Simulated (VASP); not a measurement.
# H6C3O in VASP: a series of runs

Runs on H6C3O. Level: PBE. Tasks: single point.

All numbers are computed with VASP 6.6.1; they aren't measurements. Logs are shortened: lines on timing, memory, paths and dates and some standing lists are left out, and cuts for length are marked.

## Step 1: The cell of the first run

The cell holds a disordered packing, 30 atoms: a = 7.663 Å, b = 7.663 Å, c = 7.663 Å, α = 90.00°, β = 90.00°, γ = 90.00°.

## Step 2: Single point, PBE

Input file INCAR:

```
ALGO = Normal ; EDIFF = 1E-7
ENCUT = 520 ; GGA = PE
ISIF = 2 ; ISMEAR = -1
LASPH = True ; LCHARG = False
LREAL = Auto ; LWAVE = False
NBANDS = 57 ; NELM = 80
PREC = Accurate ; SIGMA = 0.05
```

Input file KPOINTS:

```
k-points
0
Gamma
  1 1 1
```

Input file POSCAR:

```
H6C3O
1.0
    7.6630940000      0.0000000000      0.0000000000
    0.0000000000      7.6630940000      0.0000000000
    0.0000000000      0.0000000000      7.6630940000
O C H
3 9 18
Direct
    0.1721106383      0.1210868613      0.5355278168
    0.7605544184      0.9877863954      0.4867746631
    0.8337102481      0.3810732323      0.4188908553
    0.2783340515      0.1284207136      0.4348374168
    0.7862620503      1.0019321178      0.3439472359
    0.8929813467      0.4125487695      0.2847283356
    0.2028293011      0.3604157798      0.8804276706
    0.3267218176      0.1984837978      0.8970136605
    0.4479783231      0.6786031856      0.2587727620
    0.3086220788      0.6182228745      0.3788287081
    0.9719311808      0.8359025741      0.8825677983
    0.8008123090      0.7543297785      0.8955521099
    0.2530440055      0.4922946267      0.8492392237
    0.1280553260      0.3388579078      0.7613895902
    0.1103079252      0.3481883427      0.9794085783
    0.2656759789      0.0800459971      0.8680044901
    0.4414013452      0.2170141721      0.8124133672
    0.3871021287      0.1952997053      1.0237379314
    0.5138003005      0.5762032933      0.1883573397
    0.4019264282      0.7714638500      0.1645940922
    0.5383073730      0.7572920285      0.3430859650
    0.3180960589      0.7069207294      0.4976449460
    0.1815063211      0.6305286089      0.3121324102
    0.3175871260      0.4887842952      0.4404356778
    0.9637360575      0.9768769638      0.8979662784
    1.0787809728      0.7775710438      0.9684860971
    1.0098662498      0.8261545532      0.7436421894
    0.7816816550      0.6437086639      0.8030437836
    0.7832737012      0.7004350984      1.0247427475
    0.6940799630      0.8438628053      0.8555552105
```

Potentials or basis: VASP PAW PBE potentials, release 64 (O, C, H).

Started as:

```bash
> cat potpaw_PBE.64/O/POTCAR potpaw_PBE.64/C/POTCAR potpaw_PBE.64/H/POTCAR > POTCAR
> mpirun -np 1 vasp_gam > vasp.out
```

OUTCAR:

```text
EDIFF = 1E-7
   ENCUT = 520
   GGA = PE
   ISIF = 2
   ISMEAR = -1
   LASPH = True
   LREAL = Auto
   NELM = 80
   PREC = Accurate

 ion  position               nearest neighbor table
   1  0.172  0.121  0.536-   4 1.12
   2  0.761  0.988  0.487-   5 1.12
   3  0.834  0.381  0.419-   6 1.15
   4  0.278  0.128  0.435-   1 1.12
   5  0.786  0.002  0.344-   2 1.12
   6  0.893  0.413  0.285-   3 1.15
   7  0.203  0.360  0.880-  15 1.04  14 1.09  13 1.11   8 1.57
   8  0.327  0.198  0.897-  16 1.04  18 1.08  17 1.10   7 1.57
   9  0.448  0.679  0.259-  20 1.07  19 1.08  21 1.12  10 1.48
  10  0.309  0.618  0.379-  24 1.10  23 1.10  22 1.14   9 1.48
  11  0.972  0.836  0.883-  25 1.09  27 1.11  26 1.14  12 1.46
  12  0.801  0.754  0.896-  29 1.08  30 1.11  28 1.11  11 1.46
  13  0.253  0.492  0.849-   7 1.11
  14  0.128  0.339  0.761-   7 1.09
  15  0.110  0.348  0.979-   7 1.04
  16  0.266  0.080  0.868-   8 1.04
  17  0.441  0.217  0.812-   8 1.10
  18  0.387  0.195  0.024-   8 1.08
[... 10 lines left out ...]
  29  0.783  0.700  0.025-  12 1.08
  30  0.694  0.844  0.856-  12 1.11

  LATTYP: Found a simple cubic cell.
 ALAT       =     7.6630940000

  Lattice vectors:

 A1 = (   7.6630940000,   0.0000000000,   0.0000000000)
 A2 = (   0.0000000000,   7.6630940000,   0.0000000000)
 A3 = (   0.0000000000,   0.0000000000,   7.6630940000)

Analysis of symmetry for initial positions (statically):
=====================================================================
 Subroutine PRICEL returns:
 Original cell was already a primitive cell.

 Routine SETGRP: Setting up the symmetry group for a
 simple cubic supercell.

 Subroutine GETGRP returns: Found  1 space group operations
 (whereof  1 operations were pure point group operations)
 out of a pool of 48 trial point group operations.

The static configuration has the point symmetry C_1 .

Analysis of symmetry for dynamics (positions and initial velocities):
=====================================================================
 Subroutine PRICEL returns:
 Original cell was already a primitive cell.

 Routine SETGRP: Setting up the symmetry group for a
 simple cubic supercell.

 Subroutine GETGRP returns: Found  1 space group operations
 (whereof  1 operations were pure point group operations)
 out of a pool of 48 trial point group operations.

The dynamic configuration has the point symmetry C_1 .

 Subroutine INISYM returns: Found  1 space group operations
 (whereof  1 operations are pure point group operations),
 and found     1 'primitive' translations

----------------------------------------------------------------------------------------

                                     Primitive cell

  volume of cell :     449.9999

  direct lattice vectors                    reciprocal lattice vectors
     7.663094000  0.000000000  0.000000000     0.130495594  0.000000000  0.000000000
     0.000000000  7.663094000  0.000000000     0.000000000  0.130495594  0.000000000
     0.000000000  0.000000000  7.663094000     0.000000000  0.000000000  0.130495594

  length of vectors
     7.663094000  7.663094000  7.663094000     0.130495594  0.130495594  0.130495594

  position of ions in fractional coordinates (direct lattice)
     0.172110638  0.121086861  0.535527817
     0.760554418  0.987786395  0.486774663
     0.833710248  0.381073232  0.418890855
     0.278334052  0.128420714  0.434837417
     0.786262050  0.001932118  0.343947236
     0.892981347  0.412548769  0.284728336
[... 22 lines left out ...]
     0.783273701  0.700435098  0.024742747
     0.694079963  0.843862805  0.855555211

  ion indices of the primitive-cell ions
   primitive index   ion index
                 1           1
                 2           2
                 3           3
                 4           4
                 5           5
                 6           6
[... 22 lines left out ...]
                29          29
                30          30

----------------------------------------------------------------------------------------

 KPOINTS: k-points

Automatic generation of k-mesh.
 Grid dimensions read from file:
 generate k-points for:    1    1    1

 Generating k-lattice:

  Cartesian coordinates                     Fractional coordinates (reciprocal lattice)
     0.130495594  0.000000000  0.000000000     1.000000000  0.000000000  0.000000000
     0.000000000  0.130495594  0.000000000     0.000000000  1.000000000  0.000000000
     0.000000000  0.000000000  0.130495594     0.000000000  0.000000000  1.000000000

  Length of vectors
     0.130495594  0.130495594  0.130495594

  Shift w.r.t. Gamma in fractional coordinates (k-lattice)
     0.000000000  0.000000000  0.000000000

 Subroutine IBZKPT returns following result:
 ===========================================

 Found      1 irreducible k-points:

 Following reciprocal coordinates:
            Coordinates               Weight
  0.000000  0.000000  0.000000      1.000000
   k-points           NKPTS =      1   k-points in BZ     NKDIM =      1   number of bands    NBANDS=     57
   number of dos      NEDOS =    301   number of ions     NIONS =     30
   total plane-waves  NPLWV = 216000
   dimension x,y,z NGX =    60 NGY =   60 NGZ =   60
   dimension x,y,z NGXF=   120 NGYF=  120 NGZF=  120
   ions per type =               3   9  18
   NGX,Y,Z   is equivalent  to a cutoff of  13.02, 13.02, 13.02 a.u.
   NGXF,Y,Z  is equivalent  to a cutoff of  26.03, 26.03, 26.03 a.u.
 SYSTEM =  unknown system
   PREC   = accura    normal or accurate (medium, high low for compatibility)
   ISTART =      0    job   : 0-new  1-cont  2-samecut
   ICHARG =      2    charge: 1-file 2-atom 10-const
   ISPIN  =      1    spin polarized calculation?
   LNONCOLLINEAR =      F non collinear calculations
   LSORBIT =      F    spin-orbit coupling
   LASPH  =      T    aspherical Exc in radial PAW
   ENCUT  =  520.0 eV  38.22 Ry    6.18 a.u.  14.25 14.25 14.25*2*pi/ulx,y,z
   NELM   =     80;   NELMIN=  2; NELMDL= -5     # of ELM steps
   EDIFF  = 0.1E-06   stopping-criterion for ELM
   LREAL  =      T    real-space projection
   EDIFFG = 0.1E-05   stopping-criterion for IOM
   NSW    =      0    number of steps for IOM
   IBRION =     -1    ionic relax: 0-MD 1-quasi-New 2-CG
   NFREE  =      0    steps in history (QN), initial steepest desc. (CG)
   ISIF   =      2    stress and relaxation
   ISYM   =      2    0-nonsym 1-usesym 2-fastsym
   POTIM  = 0.5000    time-step for ionic-motion
   TEBEG  =    0.0;   TEEND  =   0.0 temperature during run
   PSTRESS=    0.0 pullay stress
   NELECT =      72.0000    total number of electrons
   NUPDOWN=      -1.0000    fix difference up-down
   EMIN   =  10.00;   EMAX   =-10.00  energy-range for DOS
   EFERMI =   0.00;   METHOD = LEGACY
   ISMEAR =    -1;   SIGMA  =   0.05  broadening in eV -4-tet -1-fermi 0-gaus
   EFERMI_NEDOS =   21; number of points for ismear=-14 and -15
   IALGO  =     38    algorithm
   IMIX   =      4    mixing-type and parameters
     AMIX     =   0.40;   BMIX     =  1.00
     AMIX_MAG =   1.60;   BMIX_MAG =  1.00
  volume/ion in A,a.u.               =      15.00       101.22
  Fermi-wavevector in a.u.,A,eV,Ry     =   0.888754  1.679501 10.747017  0.789883
  Thomas-Fermi vector in A             =   2.010225
   LORBIT       =      0    0 simple, 1 ext, 2 COOP (PROOUT), +10 PAW based schemes
   GGA     = PE    functional components
   LHFCALC =     F    Hartree Fock is set to
   AEXX    =    0.0000 exact exchange contribution
   IVDW    =     0    specifies the selected vdW correction
   LEPSILON=     F    determine dielectric tensor
   LRPA    =     F    only Hartree local field effects (RPA)
 non-spin polarized calculation
  energy-cutoff  :      520.00
  volume of cell :      450.00
 maximum number of plane-waves:      6075
 NGX is ok and might be reduce to    60
   NGX = 29   NGY = 29   NGZ = 29

 number of electron      71.9999992 magnetization

 Free energy of the ion-electron system (eV)
  ---------------------------------------------------
  ext. energy  EPLUGINS =         0.00000000
  ---------------------------------------------------
  free energy    TOTEN  =      -164.75922803 eV

  energy without entropy =     -164.75922803  energy(sigma->0) =     -164.75922803

 E-fermi :  -3.5904     XC(G=0):  -5.7772

 val. band max:       -4.8330381209   @ k =   0.0000   0.0000   0.0000
 cond. band min:       0.1080997453   @ k =   0.0000   0.0000   0.0000
 fundamental gap:      4.9411378662
 Fermi energy:        -3.5904333342

 k-point     1 :       0.0000    0.0000    0.0000
  band No.  band energies     occupation
      1     -27.0641      2.00000
      2     -27.0429      2.00000
      3     -26.6536      2.00000
      4     -16.3199      2.00000
      5     -16.2179      2.00000
      6     -15.8458      2.00000
[... 40 lines left out ...]
     47       3.6829      0.00000
     48       3.9250      0.00000
 [bands above 48 left out]

------------------------ aborting loop because EDIFF is reached ----------------------------------------

  FORCE on cell =-STRESS in cart. coord.  units (eV):
  Direction    XX          YY          ZZ          XY          YZ          ZX
  --------------------------------------------------------------------------------------
  -------------------------------------------------------------------------------------
  Total        8.5599732      1.2583788      6.2137082      3.0880901      0.3165343     -6.4480056
  in kB       30.4768816      4.4803251     22.1232527     10.9948192      1.1269869    -22.9574436
  external PRESSURE =      19.0268198 kB  Pullay stress =       0.0000000 kB

 VOLUME and BASIS-vectors are now :
 -----------------------------------------------------------------------------
  energy-cutoff  :      520.00
  volume of cell :      450.00
      direct lattice vectors                 reciprocal lattice vectors
     7.663094000  0.000000000  0.000000000     0.130495594  0.000000000  0.000000000
     0.000000000  7.663094000  0.000000000     0.000000000  0.130495594  0.000000000
     0.000000000  0.000000000  7.663094000     0.000000000  0.000000000  0.130495594

 POSITION                                       TOTAL-FORCE (eV/Angst)
 -----------------------------------------------------------------------------------
      1.31890      0.92790      4.10380        -1.784756     -0.213671      1.459061
      5.82820      7.56950      3.73020        -0.587611     -0.347621      3.194304
      6.38880      2.92020      3.21000         0.267674      0.272939     -0.575865
      2.13290      0.98410      3.33220         1.791000      0.086331     -1.660984
      6.02520      0.01481      2.63570         0.583224      0.232476     -3.175102
      6.84300      3.16140      2.18190        -0.302983     -0.095859      0.583396
[... 22 lines left out ...]
      6.00230      5.36750      0.18961        -0.674356     -0.018496      0.522158
      5.31880      6.46660      6.55620         0.165130     -0.087881      0.554728
 -----------------------------------------------------------------------------------
    total drift:                               -0.008226     -0.012887     -0.002484

  FREE ENERGIE OF THE ION-ELECTRON SYSTEM (eV)
  ---------------------------------------------------
  free  energy   TOTEN  =      -164.7592280319 eV

  energy  without entropy=     -164.7592280319  energy(sigma->0) =     -164.75922803
```

Run time: 98 s. Hardware: 1 thread of Intel Xeon 8259CL, shared host; peak memory 0.45 GiB.

What came out:

* Free energy: -164.7592 eV
* Pressure: 1.9 GPa
* Largest force: 3.480 eV/Å

Forces in eV/Å, atoms in the order of the input:
```
O   -1.785 -0.214  1.459
O   -0.588 -0.348  3.194
O    0.268  0.273 -0.576
C    1.791  0.086 -1.661
C    0.583  0.232 -3.175
C   -0.303 -0.096  0.583
C    0.920 -1.205 -2.172
C    1.420  3.171 -0.194
C    1.517  0.716  0.791
C   -1.180  0.656  1.670
C    2.355  0.483 -0.977
C   -2.068 -1.237 -0.507
H    0.455 -0.367  0.991
H   -0.428 -0.184 -0.334
H   -1.259  0.650  1.646
H   -0.911 -1.485 -0.313
H   -0.110 -0.231 -0.345
H    0.035 -0.229  0.921
H    0.483 -0.410 -0.240
H   -0.441  0.464 -0.609
H    0.202 -0.703 -0.850
H   -0.807 -0.481 -0.807
H   -0.094 -0.125  0.540
H    0.283 -0.141 -0.523
H    0.178  0.322  0.640
H   -0.930  0.531 -0.761
H    0.591 -0.092  0.200
H    0.332  0.070  0.331
H   -0.674 -0.018  0.522
H    0.165 -0.088  0.555
```

Caveat: the k points lie up to 0.82 Å⁻¹ apart.

[end of part 1 of 2]
